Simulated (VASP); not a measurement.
# HC2 in VASP: single point with LDA

Aim: the single point of HC2 with LDA.

Everything below comes from runs of VASP 6.6.1. Logs are shortened: lines on timing, memory, paths and dates and some standing lists are left out, and cuts for length are marked.

**1. The cell of the first run**

The cell holds a slab with vacuum, 30 atoms: a = 5.049 Å, b = 5.049 Å, c = 16.836 Å, α = 90.00°, β = 90.00°, γ = 90.00°.

**2. Single point, LDA**

Input file INCAR:

```
ALGO = Normal ; EDIFF = 1E-6
ENCUT = 520 ; ISIF = 2
ISMEAR = -1 ; LASPH = T
LCHARG = F ; LREAL = Auto
LWAVE = F ; NBANDS = 66
NELM = 60 ; PREC = Accurate
SIGMA = 0.02
```

Input file KPOINTS:

```
k-points
0
Gamma
  2 2 1
```

Input file POSCAR:

```
HC2
1.0
    5.0487420000      0.0000000000      0.0000000000
    0.0000000000      5.0487420000      0.0000000000
    0.0000000000      0.0000000000     16.8355610000
H C
10 20
Direct
    0.4277868000      0.0000000000      0.0593981000
    0.0722132000      0.0000000000      0.0593981000
    0.9277868000      0.0000000000      0.0593981000
    0.5722132000      0.0000000000      0.0593981000
    0.4277868000      0.5000000000      0.0593981000
    0.0722132000      0.5000000000      0.0593981000
    0.9277868000      0.5000000000      0.0593981000
    0.5722132000      0.5000000000      0.0593981000
    0.2500000000      0.4895634815      0.3635968391
    0.7500000000      0.4895634815      0.3635968391
    0.2500000000      0.0000000000      0.0970980000
    0.7500000000      0.0000000000      0.0970980000
    0.2500000000      0.5000000000      0.0970980000
    0.7500000000      0.5000000000      0.0970980000
    0.2500000000      0.2500000000      0.1501108000
    0.7500000000      0.2500000000      0.1501108000
    0.2500000000      0.7500000000      0.1501108000
    0.7500000000      0.7500000000      0.1501108000
    0.0000000000      0.2541909493      0.1978135556
    0.5000000000      0.2541909493      0.1978135556
    0.0000000000      0.7486717049      0.2066470768
    0.5000000000      0.7486717049      0.2066470768
    0.0000000000      0.0096889315      0.2573702091
    0.5000000000      0.0096889315      0.2573702091
    0.0000000000      0.4834768091      0.2555523317
    0.5000000000      0.4834768091      0.2555523317
    0.2500000000      0.0950844144      0.2968685457
    0.7500000000      0.0950844144      0.2968685457
    0.2500000000      0.4080399981      0.3028367235
    0.7500000000      0.4080399981      0.3028367235
```

Potentials or basis: VASP PAW LDA potentials, release 64 (H, C).

The run is started by

```sh
> cat potpaw_LDA.64/H/POTCAR potpaw_LDA.64/C/POTCAR > POTCAR
> mpirun -np 1 vasp_std > vasp.out
```

OUTCAR:

```text
EDIFF = 1E-6
   ENCUT = 520
   ISIF = 2
   ISMEAR = -1
   LASPH = T
   LREAL = Auto
   NELM = 60
   PREC = Accurate

 ion  position               nearest neighbor table
   1  0.428  0.000  0.059-   4 0.73  11 1.10
   2  0.072  0.000  0.059-   3 0.73  11 1.10
   3  0.928  0.000  0.059-   2 0.73  12 1.10
   4  0.572  0.000  0.059-   1 0.73  12 1.10
   5  0.428  0.500  0.059-   8 0.73  13 1.10
   6  0.072  0.500  0.059-   7 0.73  13 1.10
   7  0.928  0.500  0.059-   6 0.73  14 1.10
   8  0.572  0.500  0.059-   5 0.73  14 1.10
   9  0.250  0.490  0.364-  29 1.10
  10  0.750  0.490  0.364-  30 1.10
  11  0.250  0.000  0.097-   1 1.10   2 1.10  15 1.55  17 1.55
  12  0.750  0.000  0.097-   3 1.10   4 1.10  16 1.55  18 1.55
  13  0.250  0.500  0.097-   5 1.10   6 1.10  15 1.55  17 1.55
  14  0.750  0.500  0.097-   7 1.10   8 1.10  16 1.55  18 1.55
  15  0.250  0.250  0.150-  19 1.50  20 1.50  11 1.55  13 1.55
  16  0.750  0.250  0.150-  19 1.50  20 1.50  12 1.55  14 1.55
[... 8 lines left out ...]
  25  0.000  0.483  0.256-  19 1.51  29 1.54  30 1.54  21 1.57
  26  0.500  0.483  0.256-  20 1.51  29 1.54  30 1.54  22 1.57
  27  0.250  0.095  0.297-  23 1.49  24 1.49  29 1.58
  28  0.750  0.095  0.297-  23 1.49  24 1.49  30 1.58
  29  0.250  0.408  0.303-   9 1.10  25 1.54  26 1.54  27 1.58
  30  0.750  0.408  0.303-  10 1.10  25 1.54  26 1.54  28 1.58

  LATTYP: Found a simple tetragonal cell.
 ALAT       =     5.0487420000
 C/A-ratio  =     3.3346051353

  Lattice vectors:

 A1 = (   5.0487420000,   0.0000000000,   0.0000000000)
 A2 = (   0.0000000000,   5.0487420000,   0.0000000000)
 A3 = (   0.0000000000,   0.0000000000,  16.8355610000)

Analysis of symmetry for initial positions (statically):
=====================================================================
 Subroutine PRICEL returns following result:

  LATTYP: Found a simple orthorhombic cell.
 ALAT       =     2.5243710000
 B/A-ratio  =     2.0000000000
 C/A-ratio  =     6.6692102706

  Lattice vectors:

 A1 = (   2.5243710000,   0.0000000000,   0.0000000000)
 A2 = (   0.0000000000,   5.0487420000,   0.0000000000)
 A3 = (   0.0000000000,   0.0000000000,  16.8355610000)

   2 primitive cells build up your supercell.

 Routine SETGRP: Setting up the symmetry group for a
 simple tetragonal supercell.

 Subroutine GETGRP returns: Found  2 space group operations
 (whereof  2 operations were pure point group operations)
 out of a pool of 16 trial point group operations.

The static configuration has the point symmetry C_1h.

Analysis of symmetry for dynamics (positions and initial velocities):
=====================================================================
 Subroutine PRICEL returns following result:

  LATTYP: Found a simple orthorhombic cell.
 ALAT       =     2.5243710000
 B/A-ratio  =     2.0000000000
 C/A-ratio  =     6.6692102706

  Lattice vectors:

 A1 = (   2.5243710000,   0.0000000000,   0.0000000000)
 A2 = (   0.0000000000,   5.0487420000,   0.0000000000)
 A3 = (   0.0000000000,   0.0000000000,  16.8355610000)

   2 primitive cells build up your supercell.

 Routine SETGRP: Setting up the symmetry group for a
 simple tetragonal supercell.

 Subroutine GETGRP returns: Found  2 space group operations
 (whereof  2 operations were pure point group operations)
 out of a pool of 16 trial point group operations.

The dynamic configuration has the point symmetry C_1h.

 Subroutine INISYM returns: Found  2 space group operations
 (whereof  2 operations are pure point group operations),
 and found     2 'primitive' translations

----------------------------------------------------------------------------------------

                                     Primitive cell

  volume of cell :     214.5675

  direct lattice vectors                    reciprocal lattice vectors
     2.524371000  0.000000000  0.000000000     0.396138286  0.000000000  0.000000000
     0.000000000  5.048742000  0.000000000     0.000000000  0.198069143  0.000000000
     0.000000000  0.000000000 16.835561000     0.000000000  0.000000000  0.059398080

  length of vectors
     2.524371000  5.048742000 16.835561000     0.396138286  0.198069143  0.059398080

  position of ions in fractional coordinates (direct lattice)
     0.855573600  0.000000000  0.059398100
     0.144426400  0.000000000  0.059398100
     0.855573600  0.500000000  0.059398100
     0.144426400  0.500000000  0.059398100
     0.500000000  0.489563481  0.363596839
     0.500000000  0.000000000  0.097098000
     0.500000000  0.500000000  0.097098000
     0.500000000  0.250000000  0.150110800
     0.500000000  0.750000000  0.150110800
     1.000000000  0.254190949  0.197813556
     1.000000000  0.748671705  0.206647077
     1.000000000  0.009688932  0.257370209
     1.000000000  0.483476809  0.255552332
     0.500000000  0.095084414  0.296868546
     0.500000000  0.408039998  0.302836724

  ion indices of the primitive-cell ions
   primitive index   ion index
                 1           1
                 2           4
                 3           5
                 4           8
                 5           9
                 6          11
                 7          13
                 8          15
                 9          17
                10          20
                11          22
                12          24
                13          26
                14          27
                15          29

----------------------------------------------------------------------------------------

 KPOINTS: k-points

Automatic generation of k-mesh.
 Grid dimensions read from file:
 generate k-points for:    2    2    1

 Generating k-lattice:

  Cartesian coordinates                     Fractional coordinates (reciprocal lattice)
     0.099034571  0.000000000  0.000000000     0.500000000  0.000000000  0.000000000
     0.000000000  0.099034571  0.000000000     0.000000000  0.500000000  0.000000000
     0.000000000  0.000000000  0.059398080     0.000000000  0.000000000  1.000000000

  Length of vectors
     0.099034571  0.099034571  0.059398080

  Shift w.r.t. Gamma in fractional coordinates (k-lattice)
     0.000000000  0.000000000  0.000000000

 Subroutine IBZKPT returns following result:
 ===========================================

 Found      4 irreducible k-points:

 Following reciprocal coordinates:
            Coordinates               Weight
  0.000000  0.000000  0.000000      1.000000
  0.500000  0.000000  0.000000      1.000000
  0.000000  0.500000  0.000000      1.000000
  0.500000  0.500000  0.000000      1.000000
   k-points           NKPTS =      4   k-points in BZ     NKDIM =      4   number of bands    NBANDS=     66
   number of dos      NEDOS =    301   number of ions     NIONS =     30
   total plane-waves  NPLWV = 201600
   dimension x,y,z NGX =    40 NGY =   40 NGZ =  126
   dimension x,y,z NGXF=    80 NGYF=   80 NGZF=  252
   ions per type =              10  20
   NGX,Y,Z   is equivalent  to a cutoff of  13.17, 13.17, 12.44 a.u.
   NGXF,Y,Z  is equivalent  to a cutoff of  26.34, 26.34, 24.88 a.u.
 SYSTEM =  unknown system
   PREC   = accura    normal or accurate (medium, high low for compatibility)
   ISTART =      0    job   : 0-new  1-cont  2-samecut
   ICHARG =      2    charge: 1-file 2-atom 10-const
   ISPIN  =      1    spin polarized calculation?
   LNONCOLLINEAR =      F non collinear calculations
   LSORBIT =      F    spin-orbit coupling
   LASPH  =      T    aspherical Exc in radial PAW
   ENCUT  =  520.0 eV  38.22 Ry    6.18 a.u.   9.39  9.39 31.30*2*pi/ulx,y,z
   NELM   =     60;   NELMIN=  2; NELMDL= -5     # of ELM steps
   EDIFF  = 0.1E-05   stopping-criterion for ELM
   LREAL  =      T    real-space projection
   EDIFFG = 0.1E-04   stopping-criterion for IOM
   NSW    =      0    number of steps for IOM
   IBRION =     -1    ionic relax: 0-MD 1-quasi-New 2-CG
   NFREE  =      0    steps in history (QN), initial steepest desc. (CG)
   ISIF   =      2    stress and relaxation
   ISYM   =      2    0-nonsym 1-usesym 2-fastsym
   POTIM  = 0.5000    time-step for ionic-motion
   TEBEG  =    0.0;   TEEND  =   0.0 temperature during run
   PSTRESS=    0.0 pullay stress
   NELECT =      90.0000    total number of electrons
   NUPDOWN=      -1.0000    fix difference up-down
   EMIN   =  10.00;   EMAX   =-10.00  energy-range for DOS
   EFERMI =   0.00;   METHOD = LEGACY
   ISMEAR =    -1;   SIGMA  =   0.02  broadening in eV -4-tet -1-fermi 0-gaus
   EFERMI_NEDOS =   21; number of points for ismear=-14 and -15
   IALGO  =     38    algorithm
   IMIX   =      4    mixing-type and parameters
     AMIX     =   0.40;   BMIX     =  1.00
     AMIX_MAG =   1.60;   BMIX_MAG =  1.00
  volume/ion in A,a.u.               =      14.30        96.53
  Fermi-wavevector in a.u.,A,eV,Ry     =   0.972652  1.838047 12.871830  0.946053
  Thomas-Fermi vector in A             =   2.102968
   LORBIT       =      0    0 simple, 1 ext, 2 COOP (PROOUT), +10 PAW based schemes
   GGA     = CA    functional components
   LHFCALC =     F    Hartree Fock is set to
   AEXX    =    0.0000 exact exchange contribution
   IVDW    =     0    specifies the selected vdW correction
   LEPSILON=     F    determine dielectric tensor
   LRPA    =     F    only Hartree local field effects (RPA)
 non-spin polarized calculation
  energy-cutoff  :      520.00
  volume of cell :      429.14
 maximum number of plane-waves:     11574
 NGX is ok and might be reduce to    40
   NGX = 19   NGY = 19   NGZ = 63

 number of electron      90.0000009 magnetization

 Free energy of the ion-electron system (eV)
  ---------------------------------------------------
  ext. energy  EPLUGINS =         0.00000000
  ---------------------------------------------------
  free energy    TOTEN  =      -218.80732645 eV

  energy without entropy =     -218.77504898  energy(sigma->0) =     -218.79118771

 E-fermi :   0.9048     XC(G=0):  -5.2007

 val. band max:        0.9018386979   @ k =   0.5000   0.0000   0.0000
 cond. band min:       0.9163980792   @ k =   0.0000   0.5000   0.0000
 fundamental gap:      0.0145593813
 Fermi energy:         0.9048011195

 k-point     1 :       0.0000    0.0000    0.0000
  band No.  band energies     occupation
      1     -20.8358      2.00000
      2     -18.4682      2.00000
      3     -16.6088      2.00000
      4     -16.2471      2.00000
      5     -16.1610      2.00000
      6     -16.1013      2.00000
[... 49 lines left out ...]
     56       5.9394      0.00000
     57       6.2052      0.00000

 k-point     2 :       0.5000    0.0000    0.0000
  band No.  band energies     occupation
      1     -19.6968      2.00000
      2     -19.6968      2.00000
      3     -17.3379      2.00000
      4     -17.3379      2.00000
      5     -15.1120      2.00000
      6     -15.1120      2.00000
[... 49 lines left out ...]
     56       5.9718      0.00000
     57       6.1520      0.00000

 k-point     3 :       0.0000    0.5000    0.0000
  band No.  band energies     occupation
      1     -20.2791      2.00000
      2     -18.9364      2.00000
      3     -17.7371      2.00000
      4     -16.4055      2.00000
      5     -16.1205      2.00000
      6     -15.6290      2.00000
[... 49 lines left out ...]
     56       6.2242      0.00000
     57       6.4145      0.00000

 k-point     4 :       0.5000    0.5000    0.0000
  band No.  band energies     occupation
      1     -19.1504      2.00000
      2     -19.1504      2.00000
      3     -17.8047      2.00000
      4     -17.8047      2.00000
      5     -16.6213      2.00000
      6     -16.6213      2.00000
[... 49 lines left out ...]
     56       6.3188      0.00000
     57       6.7709      0.00000
 [bands above 57 left out]

------------------------ aborting loop because EDIFF is reached ----------------------------------------

  FORCE on cell =-STRESS in cart. coord.  units (eV):
  Direction    XX          YY          ZZ          XY          YZ          ZX
  --------------------------------------------------------------------------------------
  -------------------------------------------------------------------------------------
  Total       64.2635475    -13.6296928     -5.3294704      0.0000000     -0.0692878      0.0000000
  in kB      239.9282188    -50.8865139    -19.8975995      0.0000000     -0.2586861      0.0000000
  external PRESSURE =      56.3813684 kB  Pullay stress =       0.0000000 kB

 VOLUME and BASIS-vectors are now :
 -----------------------------------------------------------------------------
  energy-cutoff  :      520.00
  volume of cell :      429.14
      direct lattice vectors                 reciprocal lattice vectors
     5.048742000  0.000000000  0.000000000     0.198069143  0.000000000  0.000000000
     0.000000000  5.048742000  0.000000000     0.000000000  0.198069143  0.000000000
     0.000000000  0.000000000 16.835561000     0.000000000  0.000000000  0.059398080

 POSITION                                       TOTAL-FORCE (eV/Angst)
 -----------------------------------------------------------------------------------
      2.15979      0.00000      1.00000        -9.055018     -0.034473      0.084060
      0.36459      0.00000      1.00000         9.055018     -0.034473      0.084060
      4.68416      0.00000      1.00000        -9.055018     -0.034473      0.084060
      2.88896      0.00000      1.00000         9.055018     -0.034473      0.084060
      2.15979      2.52437      1.00000        -9.027824      0.030273      0.065124
      0.36459      2.52437      1.00000         9.027824      0.030273      0.065124
[... 22 lines left out ...]
      1.26219      2.06009      5.09843         0.000000     -0.022313      0.025768
      3.78656      2.06009      5.09843         0.000000     -0.022313      0.025768
 -----------------------------------------------------------------------------------
    total drift:                                0.000000     -0.009114     -0.016056

  FREE ENERGIE OF THE ION-ELECTRON SYSTEM (eV)
  ---------------------------------------------------
  free  energy   TOTEN  =      -218.8073264498 eV

  energy  without entropy=     -218.7750489786  energy(sigma->0) =     -218.79118771
```

Run time: 7.6 min. Hardware: 1 thread of Intel Xeon 6975P-C, shared host; peak memory 0.38 GiB.

What came out:

* Free energy: -218.8073 eV
* Largest force: 9.055 eV/Å
* Band gap on the k mesh: zero (band 45 reaches 0.92 eV, above the bottom of band 46 at 0.90 eV)

Forces on the atoms (eV/Å):
```
H   -9.055 -0.034  0.084
H    9.055 -0.034  0.084
H   -9.055 -0.034  0.084
H    9.055 -0.034  0.084
H   -9.028  0.030  0.065
H    9.028  0.030  0.065
H   -9.028  0.030  0.065
H    9.028  0.030  0.065
H    0.000  0.018  0.045
H    0.000  0.018  0.045
C    0.000 -0.174  1.363
C    0.000 -0.174  1.363
C    0.000  0.236  1.318
C    0.000  0.236  1.318
C    0.000 -0.034 -3.426
C    0.000 -0.034 -3.426
C    0.000 -0.001  0.309
C    0.000 -0.001  0.309
C    0.000 -0.052 -0.013
C    0.000 -0.052 -0.013
C    0.000  0.011 -0.001
C    0.000  0.011 -0.001
C    0.000 -0.015  0.010
C    0.000 -0.015  0.010
C    0.000  0.050  0.015
C    0.000  0.050  0.015
C    0.000 -0.008  0.057
C    0.000 -0.008  0.057
C    0.000 -0.022  0.026
C    0.000 -0.022  0.026
```

Levels at points of the mesh, in eV from the Fermi level:
| k point | band 42 | band 43 | band 44 | band 45 | band 46 | band 47 | band 48 | band 49 |
| --- | --- | --- | --- | --- | --- | --- | --- | --- |
| (0.00, 0.00, 0.00) | -3.05 | -1.05 | -0.77 | -0.60 | 0.17 | 1.70 | 2.80 | 3.33 |
| (0.50, 0.00, 0.00) | -2.99 | -2.77 | -2.77 | 0.00 | 0.00 | 2.91 | 2.91 | 3.87 |
| (0.00, 0.50, 0.00) | -3.01 | -0.83 | -0.69 | -0.56 | 0.01 | 2.57 | 2.58 | 3.12 |
| (0.50, 0.50, 0.00) | -3.57 | -3.16 | -3.16 | 0.02 | 0.02 | 3.54 | 3.54 | 3.60 |

Caveat: the k points lie up to 0.62 Å⁻¹ apart.
